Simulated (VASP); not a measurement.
# LiTbBr3 (P4mm) in VASP: single point with PBE

Aim: the single point of LiTbBr3 with PBE.

Everything below comes from runs of VASP 6.6.1. Logs are shortened: lines on timing, memory, paths and dates and some standing lists are left out, and cuts for length are marked.

## 1. The cell of the first run

The structure is tetragonal, space group P4mm (No. 99). The conventional cell has a = 5.217 Å, b = 5.217 Å, c = 5.264 Å, α = 90.00°, β = 90.00°, γ = 90.00°. Li (site symmetry 4mm) has 6 Br at 2.52 to 2.75 Å within 3.3 Å. Tb (site symmetry 4mm) has 8 Br at 2.90 to 3.89 Å and 4 Li at 3.99 Å within 4.0 Å. Within 3.9 Å of Br (site symmetry 2mm) lie 2 Li at 2.62 Å and 2 Tb at 2.90 Å and 8 Br at 3.61 to 3.80 Å. Br (site symmetry 4mm) has 2 Li at 2.52 to 2.75 Å within 3.3 Å.

The cell was generated, and may not be a known phase.

## 2. Single point, PBE

Input file INCAR:

```
PREC = Accurate
ENCUT = 750
EDIFF = 1E-6
ISMEAR = 0
SIGMA = 0.1
LREAL = F
LASPH = T
NELM = 200
ALGO = Normal
ISIF = 2
LWAVE = F
LCHARG = T
GGA = PE
LELF = T
LVHAR = T
NBANDS = 24
GGA_COMPAT = F
LMAXMIX = 6
```

Input file KPOINTS:

```
Automatic mesh
0
Gamma
  8 8 8
```

Input file POSCAR:

```
LiTbBr3
1.0
    5.2166890533      0.0000000000      0.0000000000
    0.0000000000      5.2166890533      0.0000000000
    0.0000000000      0.0000000000      5.2644949656
Li Tb Br
1 1 3
Direct
    0.5000000000      0.5000000000      0.4688170517
    0.0000000000      0.0000000000      1.1801753060
    0.5000000000      0.0000000000      0.4208860868
    0.5000000000      0.5000000000      0.9468354188
    0.0000000000      0.5000000000      0.4208860868
```

Potentials or basis: VASP PAW PBE potentials, release 64 (Li_sv, Tb_3, Br), 4f in core.

Started as:

```console
$ cat potpaw_PBE.64/Li_sv/POTCAR potpaw_PBE.64/Tb_3/POTCAR potpaw_PBE.64/Br/POTCAR > POTCAR
$ mpirun -np 1 vasp_std > vasp.out
```

OUTCAR:

```text
PREC = Accurate
   ENCUT = 750
   EDIFF = 1E-6
   ISMEAR = 0
   LREAL = F
   LASPH = T
   NELM = 200
   ISIF = 2
   GGA = PE

 ion  position               nearest neighbor table
   1  0.500  0.500  0.469-   4 2.52   3 2.62   5 2.62   3 2.62   5 2.62
   2  0.000  0.000  0.180-   3 2.90   5 2.90   5 2.90   3 2.90
   3  0.500  0.000  0.421-   1 2.62   1 2.62   2 2.90   2 2.90
   4  0.500  0.500  0.947-   1 2.52
   5  0.000  0.500  0.421-   1 2.62   1 2.62   2 2.90   2 2.90

  LATTYP: Found a simple tetragonal cell.
 ALAT       =     5.2166890533
 C/A-ratio  =     1.0091640333

  Lattice vectors:

 A1 = (   5.2166890533,   0.0000000000,   0.0000000000)
 A2 = (   0.0000000000,   5.2166890533,   0.0000000000)
 A3 = (   0.0000000000,   0.0000000000,   5.2644949656)

Analysis of symmetry for initial positions (statically):
=====================================================================
 Subroutine PRICEL returns:
 Original cell was already a primitive cell.

 Routine SETGRP: Setting up the symmetry group for a
 simple tetragonal supercell.

 Subroutine GETGRP returns: Found  8 space group operations
 (whereof  8 operations were pure point group operations)
 out of a pool of 16 trial point group operations.

The static configuration has the point symmetry C_4v.

Analysis of symmetry for dynamics (positions and initial velocities):
=====================================================================
 Subroutine PRICEL returns:
 Original cell was already a primitive cell.

 Routine SETGRP: Setting up the symmetry group for a
 simple tetragonal supercell.

 Subroutine GETGRP returns: Found  8 space group operations
 (whereof  8 operations were pure point group operations)
 out of a pool of 16 trial point group operations.

The dynamic configuration has the point symmetry C_4v.

 Subroutine INISYM returns: Found  8 space group operations
 (whereof  8 operations are pure point group operations),
 and found     1 'primitive' translations

----------------------------------------------------------------------------------------

                                     Primitive cell

  volume of cell :     143.2671

  direct lattice vectors                    reciprocal lattice vectors
     5.216689053  0.000000000  0.000000000     0.191692468  0.000000000  0.000000000
     0.000000000  5.216689053  0.000000000     0.000000000  0.191692468  0.000000000
     0.000000000  0.000000000  5.264494966     0.000000000  0.000000000  0.189951744

  length of vectors
     5.216689053  5.216689053  5.264494966     0.191692468  0.191692468  0.189951744

  position of ions in fractional coordinates (direct lattice)
     0.500000000  0.500000000  0.468817052
     0.000000000  0.000000000  0.180175306
     0.500000000  0.000000000  0.420886087
     0.500000000  0.500000000  0.946835419
     0.000000000  0.500000000  0.420886087

  ion indices of the primitive-cell ions
   primitive index   ion index
                 1           1
                 2           2
                 3           3
                 4           4
                 5           5

----------------------------------------------------------------------------------------

 KPOINTS: Automatic mesh

Automatic generation of k-mesh.
 Grid dimensions read from file:
 generate k-points for:    8    8    8

 Generating k-lattice:

  Cartesian coordinates                     Fractional coordinates (reciprocal lattice)
     0.023961559  0.000000000  0.000000000     0.125000000  0.000000000  0.000000000
     0.000000000  0.023961559  0.000000000     0.000000000  0.125000000  0.000000000
     0.000000000  0.000000000  0.023743968     0.000000000  0.000000000  0.125000000

  Length of vectors
     0.023961559  0.023961559  0.023743968

  Shift w.r.t. Gamma in fractional coordinates (k-lattice)
     0.000000000  0.000000000  0.000000000

 Subroutine IBZKPT returns following result:
 ===========================================

 Found     75 irreducible k-points:

 Following reciprocal coordinates:
            Coordinates               Weight
  0.000000  0.000000  0.000000      1.000000
  0.125000  0.000000  0.000000      4.000000
  0.250000  0.000000  0.000000      4.000000
  0.375000  0.000000  0.000000      4.000000
  0.500000  0.000000  0.000000      2.000000
  0.125000  0.125000  0.000000      4.000000
[... 16 lines left out ...]
  0.375000  0.125000  0.125000     16.000000
  0.500000  0.125000  0.125000      8.000000
 [... further k-points ...]
   k-points           NKPTS =     75   k-points in BZ     NKDIM =     75   number of bands    NBANDS=     24
   number of dos      NEDOS =    301   number of ions     NIONS =      5
   total plane-waves  NPLWV = 110592
   dimension x,y,z NGX =    48 NGY =   48 NGZ =   48
   dimension x,y,z NGXF=    96 NGYF=   96 NGZF=   96
   ions per type =               1   1   3
   NGX,Y,Z   is equivalent  to a cutoff of  15.30, 15.30, 15.16 a.u.
   NGXF,Y,Z  is equivalent  to a cutoff of  30.59, 30.59, 30.32 a.u.
 SYSTEM =  unknown system
   PREC   = accura    normal or accurate (medium, high low for compatibility)
   ISTART =      0    job   : 0-new  1-cont  2-samecut
   ICHARG =      2    charge: 1-file 2-atom 10-const
   ISPIN  =      1    spin polarized calculation?
   LNONCOLLINEAR =      F non collinear calculations
   LSORBIT =      F    spin-orbit coupling
   LASPH  =      T    aspherical Exc in radial PAW
   ENCUT  =  750.0 eV  55.12 Ry    7.42 a.u.  11.65 11.65 11.76*2*pi/ulx,y,z
   NELM   =    200;   NELMIN=  2; NELMDL= -5     # of ELM steps
   EDIFF  = 0.1E-05   stopping-criterion for ELM
   LREAL  =      F    real-space projection
[... 7 lines left out ...]
   TEBEG  =    0.0;   TEEND  =   0.0 temperature during run
   PSTRESS=    0.0 pullay stress
   NELECT =      33.0000    total number of electrons
   NUPDOWN=      -1.0000    fix difference up-down
   EMIN   =  10.00;   EMAX   =-10.00  energy-range for DOS
   EFERMI =   0.00;   METHOD = LEGACY
   ISMEAR =     0;   SIGMA  =   0.10  broadening in eV -4-tet -1-fermi 0-gaus
   EFERMI_NEDOS =   21; number of points for ismear=-14 and -15
   IALGO  =     38    algorithm
   IMIX   =      4    mixing-type and parameters
     AMIX     =   0.40;   BMIX     =  1.00
     AMIX_MAG =   1.60;   BMIX_MAG =  1.00
  volume/ion in A,a.u.               =      28.65       193.36
  Fermi-wavevector in a.u.,A,eV,Ry     =   1.003531  1.896398 13.702068  1.007074
  Thomas-Fermi vector in A             =   2.136088
   LORBIT       =      0    0 simple, 1 ext, 2 COOP (PROOUT), +10 PAW based schemes
   GGA     = PE    functional components
   LHFCALC =     F    Hartree Fock is set to
   AEXX    =    0.0000 exact exchange contribution
   IVDW    =     0    specifies the selected vdW correction
   LEPSILON=     F    determine dielectric tensor
   LRPA    =     F    only Hartree local field effects (RPA)
 non-spin polarized calculation
 Gauss-broadening in eV      SIGMA  =   0.10
  energy-cutoff  :      750.00
  volume of cell :      143.27
 maximum number of plane-waves:      6748
 NGX is ok and might be reduce to    48
   NGX = 23   NGY = 23   NGZ = 23

 number of electron      33.0000004 magnetization

 Free energy of the ion-electron system (eV)
  ---------------------------------------------------
  ext. energy  EPLUGINS =         0.00000000
  ---------------------------------------------------
  free energy    TOTEN  =       -17.65755771 eV

  energy without entropy =      -17.64450425  energy(sigma->0) =      -17.65103098

 E-fermi :   3.6059     XC(G=0):  -8.3845

 val. band max:        3.6036079683   @ k =   0.3750   0.3750   0.2500
 cond. band min:       3.6088469379   @ k =   0.1250   0.0000   0.0000
 fundamental gap:      0.0052389696
 Fermi energy:         3.6059174605

 k-point     1 :       0.0000    0.0000    0.0000
  band No.  band energies     occupation
      1     -44.0213      2.00000
      2     -21.5553      2.00000
      3     -21.5553      2.00000
      4     -21.3669      2.00000
      5     -13.8127      2.00000
      6     -13.2842      2.00000
[... 16 lines left out ...]
     23       6.4524      0.00000
     24       7.9877      0.00000

 k-point     2 :       0.1250    0.0000    0.0000
  band No.  band energies     occupation
      1     -44.0214      2.00000
      2     -21.5595      2.00000
      3     -21.5552      2.00000
      4     -21.3662      2.00000
      5     -13.7861      2.00000
      6     -13.2963      2.00000
[... 16 lines left out ...]
     23       6.6031      0.00000
     24       8.0210      0.00000

 k-point     3 :       0.2500    0.0000    0.0000
  band No.  band energies     occupation
      1     -44.0213      2.00000
      2     -21.5695      2.00000
      3     -21.5549      2.00000
      4     -21.3645      2.00000
      5     -13.7135      2.00000
      6     -13.3344      2.00000
[... 16 lines left out ...]
     23       7.0144      0.00000
     24       8.3516      0.00000

 k-point     4 :       0.3750    0.0000    0.0000
  band No.  band energies     occupation
      1     -44.0213      2.00000
      2     -21.5794      2.00000
      3     -21.5547      2.00000
      4     -21.3629      2.00000
      5     -13.6140      2.00000
      6     -13.3997      2.00000
[... 16 lines left out ...]
     23       7.6453      0.00000
     24       8.0217      0.00000

 k-point     5 :       0.5000    0.0000    0.0000
  band No.  band energies     occupation
      1     -44.0213      2.00000
      2     -21.5834      2.00000
      3     -21.5546      2.00000
      4     -21.3623      2.00000
      5     -13.5350      2.00000
      6     -13.4647      2.00000
[... 451 lines left out ...]
 k-point    22 :       0.2500    0.1250    0.1250
  band No.  band energies     occupation
      1     -44.0213      2.00000
      2     -21.5693      2.00000
      3     -21.5591      2.00000
      4     -21.3643      2.00000
      5     -13.6837      2.00000
      6     -13.3388      2.00000
[... 16 lines left out ...]
     23       7.0724      0.00000
     24       8.2986      0.00000

 k-point    23 :       0.3750    0.1250    0.1250
  band No.  band energies     occupation
      1     -44.0213      2.00000
      2     -21.5792      2.00000
      3     -21.5588      2.00000
      4     -21.3627      2.00000
      5     -13.5911      2.00000
      6     -13.3965      2.00000
[... 16 lines left out ...]
     23       7.4779      0.00000
     24       8.0331      0.00000

 k-point    24 :       0.5000    0.1250    0.1250
  band No.  band energies     occupation
      1     -44.0213      2.00000
      2     -21.5832      2.00000
      3     -21.5587      2.00000
      4     -21.3621      2.00000
      5     -13.5181      2.00000
      6     -13.4552      2.00000
[... 16 lines left out ...]
     23       7.4596      0.00000
     24       8.3409      0.00000

 [... further k-points ...]

------------------------ aborting loop because EDIFF is reached ----------------------------------------

  FORCE on cell =-STRESS in cart. coord.  units (eV):
  Direction    XX          YY          ZZ          XY          YZ          ZX
  --------------------------------------------------------------------------------------
  -------------------------------------------------------------------------------------
  Total       -0.0073367     -0.0073367     -0.0143509      0.0000000      0.0000000      0.0000000
  in kB       -0.0820469     -0.0820469     -0.1604878      0.0000000      0.0000000      0.0000000
  external PRESSURE =      -0.1081939 kB  Pullay stress =       0.0000000 kB

 VOLUME and BASIS-vectors are now :
 -----------------------------------------------------------------------------
  energy-cutoff  :      750.00
  volume of cell :      143.27
      direct lattice vectors                 reciprocal lattice vectors
     5.216689053  0.000000000  0.000000000     0.191692468  0.000000000  0.000000000
     0.000000000  5.216689053  0.000000000     0.000000000  0.191692468  0.000000000
     0.000000000  0.000000000  5.264494966     0.000000000  0.000000000  0.189951744

 POSITION                                       TOTAL-FORCE (eV/Angst)
 -----------------------------------------------------------------------------------
      2.60834      2.60834      2.46809         0.000000      0.000000      0.005839
      0.00000      0.00000      0.94853         0.000000     -0.000000      0.002871
      2.60834      0.00000      2.21575         0.000000     -0.000000     -0.000868
      2.60834      2.60834      4.98461         0.000000     -0.000000     -0.006975
      0.00000      2.60834      2.21575        -0.000000     -0.000000     -0.000868
 -----------------------------------------------------------------------------------
    total drift:                                0.000000      0.000000      0.000369

  FREE ENERGIE OF THE ION-ELECTRON SYSTEM (eV)
  ---------------------------------------------------
  free  energy   TOTEN  =       -17.6575577073 eV

  energy  without entropy=      -17.6445042528  energy(sigma->0) =      -17.65103098
```

It took 4.3 min on 1 thread of Intel Xeon Platinum 8559C (Emerald Rapids), shared host; peak memory 0.62 GiB.

Results:

```yaml
Free_energy: -17.6576 eV
Pressure: 0.0 GPa
Largest_force: 0.007 eV/Å
Band_gap_on_the_k_mesh: zero (an odd number of electrons rules out a gap without spin polarisation)
```

Forces on the atoms (eV/Å):
```
Li   0.000  0.000  0.006
Tb   0.000  0.000  0.003
Br   0.000  0.000 -0.001
Br   0.000  0.000 -0.007
Br   0.000  0.000 -0.001
```

Caveat: spin-orbit coupling is left out, which moves the levels of the heavy elements; the 4f electrons are frozen in the core, so they carry no moment and show no levels; an odd number of electrons without spin polarisation forces a metal; a magnetic or distorted state may lie lower; the run has no spin polarisation, though such a crystal can be magnetic. Spin polarisation is off, so any magnetic state and its effect on volume and gap are missing.
